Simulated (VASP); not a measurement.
# KMgF3 (Pm-3m) in VASP: a series of runs, part 2 of 2

VASP 6.6.1. The steps go on from the part before.

**4. Relaxation of cell and atoms, PBE, target pressure 30 GPa, at which the enthalpy is minimised**

This run uses another cell than the first one, of 10.49 Å³/atom, 0.749 times its volume.

File INCAR:

```
PREC = Accurate
ENCUT = 600
EDIFF = 1E-7
ISMEAR = 0
SIGMA = 0.02
LREAL = False
LASPH = True
NELM = 100
ALGO = Normal
ISIF = 3
LWAVE = False
LCHARG = False
GGA = PE
IBRION = 2
NSW = 70
EDIFFG = -0.008
PSTRESS = 300.0
```

File KPOINTS:

```
Automatic mesh
0
Gamma
  6 6 6
```

File POSCAR:

```
KMgF3
1.0
    3.7431833557      0.0000000000      0.0000000000
    0.0000000000      3.7431833557      0.0000000000
    0.0000000000      0.0000000000      3.7431833557
K Mg F
1 1 3
Direct
    0.5000000000      0.5000000000      0.5000000000
    0.0000000000      0.0000000000      0.0000000000
    0.0000000000      0.5000000000      0.0000000000
    0.0000000000      0.0000000000      0.5000000000
    0.5000000000      0.0000000000      0.0000000000
```

Potentials or basis: VASP PAW PBE potentials, release 64 (K_sv, Mg, F).

Command:

```
> cat potpaw_PBE.64/K_sv/POTCAR potpaw_PBE.64/Mg/POTCAR potpaw_PBE.64/F/POTCAR > POTCAR
> mpirun -np 1 vasp_std > vasp.out
```

OUTCAR:

```text
PREC = Accurate
   ENCUT = 600
   EDIFF = 1E-7
   ISMEAR = 0
   LREAL = False
   LASPH = True
   NELM = 100
   ISIF = 3
   GGA = PE
   IBRION = 2
   NSW = 70
   EDIFFG = -0.008
   PSTRESS = 300.0

 ion  position               nearest neighbor table
   1  0.500  0.500  0.500-   3 2.65   4 2.65   5 2.65   3 2.65   5 2.65   4 2.65   5 2.65   5 2.65
                             3 2.65   4 2.65   3 2.65   4 2.65   2 3.24   2 3.24   2 3.24   2 3.24
   2  0.000  0.000  0.000-   3 1.87   4 1.87   5 1.87   4 1.87   3 1.87   5 1.87   1 3.24   1 3.24
                             1 3.24   1 3.24   1 3.24   1 3.24   1 3.24   1 3.24
   3  0.000  0.500  0.000-   2 1.87   2 1.87   1 2.65   1 2.65   1 2.65   1 2.65
   4  0.000  0.000  0.500-   2 1.87   2 1.87   1 2.65   1 2.65   1 2.65   1 2.65
   5  0.500  0.000  0.000-   2 1.87   2 1.87   1 2.65   1 2.65   1 2.65   1 2.65

  LATTYP: Found a simple cubic cell.
 ALAT       =     3.7431833557

  Lattice vectors:

 A1 = (   3.7431833557,   0.0000000000,   0.0000000000)
 A2 = (   0.0000000000,   3.7431833557,   0.0000000000)
 A3 = (   0.0000000000,   0.0000000000,   3.7431833557)

Analysis of symmetry for initial positions (statically):
=====================================================================
 Subroutine PRICEL returns:
 Original cell was already a primitive cell.

 Routine SETGRP: Setting up the symmetry group for a
 simple cubic supercell.

 Subroutine GETGRP returns: Found 48 space group operations
 (whereof 48 operations were pure point group operations)
 out of a pool of 48 trial point group operations.

The static configuration has the point symmetry O_h .

Analysis of symmetry for dynamics (positions and initial velocities):
=====================================================================
 Subroutine PRICEL returns:
 Original cell was already a primitive cell.

 Routine SETGRP: Setting up the symmetry group for a
 simple cubic supercell.

 Subroutine GETGRP returns: Found 48 space group operations
 (whereof 48 operations were pure point group operations)
 out of a pool of 48 trial point group operations.

The dynamic configuration has the point symmetry O_h .

 Subroutine INISYM returns: Found 48 space group operations
 (whereof 48 operations are pure point group operations),
 and found     1 'primitive' translations

----------------------------------------------------------------------------------------

                                     Primitive cell

  volume of cell :      52.4473

  direct lattice vectors                    reciprocal lattice vectors
     3.743183356  0.000000000  0.000000000     0.267152289  0.000000000  0.000000000
     0.000000000  3.743183356  0.000000000     0.000000000  0.267152289  0.000000000
     0.000000000  0.000000000  3.743183356     0.000000000  0.000000000  0.267152289

  length of vectors
     3.743183356  3.743183356  3.743183356     0.267152289  0.267152289  0.267152289

  position of ions in fractional coordinates (direct lattice)
     0.500000000  0.500000000  0.500000000
     0.000000000  0.000000000  0.000000000
     0.000000000  0.500000000  0.000000000
     0.000000000  0.000000000  0.500000000
     0.500000000  0.000000000  0.000000000

  ion indices of the primitive-cell ions
   primitive index   ion index
                 1           1
                 2           2
                 3           3
                 4           4
                 5           5

----------------------------------------------------------------------------------------

 KPOINTS: Automatic mesh

Automatic generation of k-mesh.
 Grid dimensions read from file:
 generate k-points for:    6    6    6

 Generating k-lattice:

  Cartesian coordinates                     Fractional coordinates (reciprocal lattice)
     0.044525381  0.000000000  0.000000000     0.166666667  0.000000000  0.000000000
     0.000000000  0.044525381  0.000000000     0.000000000  0.166666667  0.000000000
     0.000000000  0.000000000  0.044525381     0.000000000  0.000000000  0.166666667

  Length of vectors
     0.044525381  0.044525381  0.044525381

  Shift w.r.t. Gamma in fractional coordinates (k-lattice)
     0.000000000  0.000000000  0.000000000

 Subroutine IBZKPT returns following result:
 ===========================================

 Found     20 irreducible k-points:

 Following reciprocal coordinates:
            Coordinates               Weight
  0.000000  0.000000  0.000000      1.000000
  0.166667  0.000000  0.000000      6.000000
  0.333333  0.000000  0.000000      6.000000
  0.500000  0.000000  0.000000      3.000000
  0.166667  0.166667  0.000000     12.000000
  0.333333  0.166667  0.000000     24.000000
[... 12 lines left out ...]
  0.500000  0.500000  0.333333      6.000000
  0.500000  0.500000  0.500000      1.000000
   k-points           NKPTS =     20   k-points in BZ     NKDIM =     20   number of bands    NBANDS=     20
   number of dos      NEDOS =    301   number of ions     NIONS =      5
   total plane-waves  NPLWV =  27000
   dimension x,y,z NGX =    30 NGY =   30 NGZ =   30
   dimension x,y,z NGXF=    60 NGYF=   60 NGZF=   60
   ions per type =               1   1   3
   NGX,Y,Z   is equivalent  to a cutoff of  13.32, 13.32, 13.32 a.u.
   NGXF,Y,Z  is equivalent  to a cutoff of  26.65, 26.65, 26.65 a.u.
 SYSTEM =  unknown system
   PREC   = accura    normal or accurate (medium, high low for compatibility)
   ISTART =      0    job   : 0-new  1-cont  2-samecut
   ICHARG =      2    charge: 1-file 2-atom 10-const
   ISPIN  =      1    spin polarized calculation?
   LNONCOLLINEAR =      F non collinear calculations
   LSORBIT =      F    spin-orbit coupling
   LASPH  =      T    aspherical Exc in radial PAW
   ENCUT  =  600.0 eV  44.10 Ry    6.64 a.u.   7.48  7.48  7.48*2*pi/ulx,y,z
   NELM   =    100;   NELMIN=  2; NELMDL= -5     # of ELM steps
   EDIFF  = 0.1E-06   stopping-criterion for ELM
   LREAL  =      F    real-space projection
   EDIFFG = -.8E-02   stopping-criterion for IOM
   NSW    =     70    number of steps for IOM
   IBRION =      2    ionic relax: 0-MD 1-quasi-New 2-CG
   NFREE  =      1    steps in history (QN), initial steepest desc. (CG)
   ISIF   =      3    stress and relaxation
   ISYM   =      2    0-nonsym 1-usesym 2-fastsym
   POTIM  = 0.5000    time-step for ionic-motion
   TEBEG  =    0.0;   TEEND  =   0.0 temperature during run
   PSTRESS=  300.0 pullay stress
   NELECT =      32.0000    total number of electrons
   NUPDOWN=      -1.0000    fix difference up-down
   EMIN   =  10.00;   EMAX   =-10.00  energy-range for DOS
   EFERMI =   0.00;   METHOD = LEGACY
   ISMEAR =     0;   SIGMA  =   0.02  broadening in eV -4-tet -1-fermi 0-gaus
   EFERMI_NEDOS =   21; number of points for ismear=-14 and -15
   IALGO  =     38    algorithm
   IMIX   =      4    mixing-type and parameters
     AMIX     =   0.40;   BMIX     =  1.00
     AMIX_MAG =   1.60;   BMIX_MAG =  1.00
  volume/ion in A,a.u.               =      10.49        70.79
  Fermi-wavevector in a.u.,A,eV,Ry     =   1.388514  2.623912 26.231655  1.927972
  Thomas-Fermi vector in A             =   2.512633
   LORBIT       =      0    0 simple, 1 ext, 2 COOP (PROOUT), +10 PAW based schemes
   GGA     = PE    functional components
   LHFCALC =     F    Hartree Fock is set to
   AEXX    =    0.0000 exact exchange contribution
   IVDW    =     0    specifies the selected vdW correction
   LEPSILON=     F    determine dielectric tensor
   LRPA    =     F    only Hartree local field effects (RPA)
 conjugate gradient relaxation of ions
 non-spin polarized calculation
 Gauss-broadening in eV      SIGMA  =   0.02
  energy-cutoff  :      600.00
  volume of cell :       52.45
 maximum number of plane-waves:      1775
 NGX is ok and might be reduce to    30
   NGX = 15   NGY = 15   NGZ = 15

--------------------------------------- Ionic step        1  -------------------------------------------

 number of electron      32.0000015 magnetization

 Free energy of the ion-electron system (eV)
  ---------------------------------------------------
  ext. energy  EPLUGINS =         0.00000000
  ---------------------------------------------------
  free energy    TOTEN  =       -23.49774058 eV

  energy without entropy =      -23.49774058  energy(sigma->0) =      -23.49774058

------------------------ aborting loop because EDIFF is reached ----------------------------------------

  FORCE on cell =-STRESS in cart. coord.  units (eV):
  Direction    XX          YY          ZZ          XY          YZ          ZX
  --------------------------------------------------------------------------------------
  -------------------------------------------------------------------------------------
  Total        8.7234612      8.7234612      8.7234612      0.0000000     -0.0000000      0.0000000
  in kB      266.4870525    266.4870525    266.4870525      0.0000000     -0.0000000      0.0000000
  external PRESSURE =     -33.5129475 kB  Pullay stress =     300.0000000 kB
[... 67 lines left out ...]
  enthalpy is  TOTEN    =       -13.6820831606 eV   P V=        9.5119505743

--------------------------------------- Ionic step        3  -------------------------------------------

 number of electron      31.9999995 magnetization

 Free energy of the ion-electron system (eV)
  ---------------------------------------------------
  ext. energy  EPLUGINS =         0.00000000
  ---------------------------------------------------
  free energy    TOTEN  =       -23.32744725 eV

  energy without entropy =      -23.32744725  energy(sigma->0) =      -23.32744725

 E-fermi :  -0.2162     XC(G=0): -10.7591

 val. band max:       -0.3994982969   @ k =   0.5000   0.5000   0.5000
 cond. band min:       8.6889096478   @ k =   0.0000   0.0000   0.0000
 fundamental gap:      9.0884079446
 Fermi energy:        -0.2162242015

 k-point     1 :       0.0000    0.0000    0.0000
  band No.  band energies     occupation
      1     -25.7394      2.00000
      2     -21.1096      2.00000
      3     -20.1763      2.00000
      4     -20.1763      2.00000
      5      -9.2556      2.00000
      6      -9.2556      2.00000
[... 12 lines left out ...]
     19       9.9094      0.00000
[... 468 lines left out ...]
  FREE ENERGIE OF THE ION-ELECTRON SYSTEM (eV)
  ---------------------------------------------------
  free  energy   TOTEN  =       -23.3274472541 eV

  energy  without entropy=      -23.3274472541  energy(sigma->0) =      -23.32744725

  enthalpy is  TOTEN    =       -13.6874827909 eV   P V=        9.6399644632

 reached required accuracy - stopping structural energy minimisation
```

OSZICAR:

```text
N       E                     dE             d eps       ncg     rms          rms(c)
DAV:   1     0.274886521066E+03    0.27489E+03   -0.19959E+04   816   0.177E+03
DAV:   2    -0.133240167894E+02   -0.28821E+03   -0.28116E+03  1048   0.431E+02
DAV:   3    -0.251646002530E+02   -0.11841E+02   -0.11811E+02   976   0.863E+01
[... 31 lines left out ...]
DAV:   5    -0.233274619787E+02   -0.53389E-04   -0.12592E-04  1148   0.955E-02    0.359E-02
DAV:   6    -0.233274492320E+02    0.12747E-04   -0.13097E-04  1480   0.840E-02    0.774E-03
DAV:   7    -0.233274481023E+02    0.11297E-05   -0.28285E-06   944   0.139E-02    0.312E-03
DAV:   8    -0.233274472842E+02    0.81806E-06   -0.20077E-07   776   0.371E-03    0.442E-04
DAV:   9    -0.233274472541E+02    0.30157E-07   -0.34906E-08   584   0.153E-03
   3 F= -.13687483E+02 E0= -.13687483E+02  d E =-.102507E-01
```

CONTCAR:

```text
KMgF3
   1.00000000000000
     3.7201026202178853   -0.0000000000000000    0.0000000000000000
     0.0000000000000000    3.7201026202178853    0.0000000000000000
    -0.0000000000000000   -0.0000000000000000    3.7201026202178853
  K               Mg              F
     1     1     3
Direct
     0.5000000000000000    0.5000000000000000    0.5000000000000000
     0.0000000000000000    0.0000000000000000    0.0000000000000000
     0.0000000000000000    0.5000000000000000    0.0000000000000000
     0.0000000000000000    0.0000000000000000    0.5000000000000000
     0.5000000000000000    0.0000000000000000    0.0000000000000000

  0.00000000E+00  0.00000000E+00  0.00000000E+00
  0.00000000E+00  0.00000000E+00  0.00000000E+00
  0.00000000E+00  0.00000000E+00  0.00000000E+00
  0.00000000E+00  0.00000000E+00  0.00000000E+00
  0.00000000E+00  0.00000000E+00  0.00000000E+00
```

Wall time 57 s (1 thread of Intel Xeon Platinum 8488C (Sapphire Rapids), shared host); peak memory 0.19 GiB.

Results:

```yaml
Free_energy: -23.3274 eV
Relaxed_volume: 10.30 Å³/atom
Relaxed_cell: a = 3.720 Å, b = 3.720 Å, c = 3.720 Å, α = 90.00°, β = 90.00°, γ = 90.00°
Space_group_after_relaxing_to_0.05_Å: Pm-3m (No. 221)
Energy_change_on_relaxing_the_enthalpy_is_what_falls: +34.1 meV/atom
Ionic_steps: 3
Pressure_after_relaxing: 30.0 GPa
Band_gap_on_the_k_mesh: 9.09 eV, indirect (least direct gap 9.39 eV)
```

Step by step:
| step | energy change (eV) | largest force (eV/Å) | pressure (GPa) | volume (Å³) |
| --- | --- | --- | --- | --- |
| 1 | 0.0000 | 0.0000 | 26.65 | 52.45 |
| 2 | 0.3037 | 0.0000 | 32.56 | 50.80 |
| 3 | 0.1703 | 0.0000 | 30.00 | 51.48 |

Final structure:
```
K Mg F
1.0
     3.72010    0.00000    0.00000
     0.00000    3.72010    0.00000
     0.00000    0.00000    3.72010
K Mg F
1 1 3
Direct
  0.50000 0.50000 0.50000
  0.00000 0.00000 0.00000
  0.00000 0.50000 0.00000
  0.00000 0.00000 0.50000
  0.50000 0.00000 0.00000
```

Caveat: the cell is relaxed towards a set pressure, so the enthalpy falls and the energy may rise. As with any semilocal functional, this PBE gap is likely too small.

**5. The runs side by side**

```csv
task,cell,cutoff (eV),gap on the mesh (eV),pressure (GPa)
single point,"a = 4.123 Å, 5 atoms",520,6.58,-3.4
relaxation of cell and atoms,"relaxed to 60 GPa from a = 3.624 Å, 5 atoms",600,10.39,60.1
relaxation of cell and atoms,"relaxed to 30 GPa from a = 3.743 Å, 5 atoms",600,9.09,30.0
```

Alike in all rows: level PBE; potentials or basis VASP PAW PBE potentials, release 64 (K_sv, Mg, F); no spin polarisation; k mesh 6 × 6 × 6; smearing gaussian 0.02 eV.

Caveats: the cell is relaxed towards a set pressure, so the enthalpy falls and the energy may rise (some runs).

Total energies depend on the potentials used, so only differences within one code and one set of settings carry meaning.
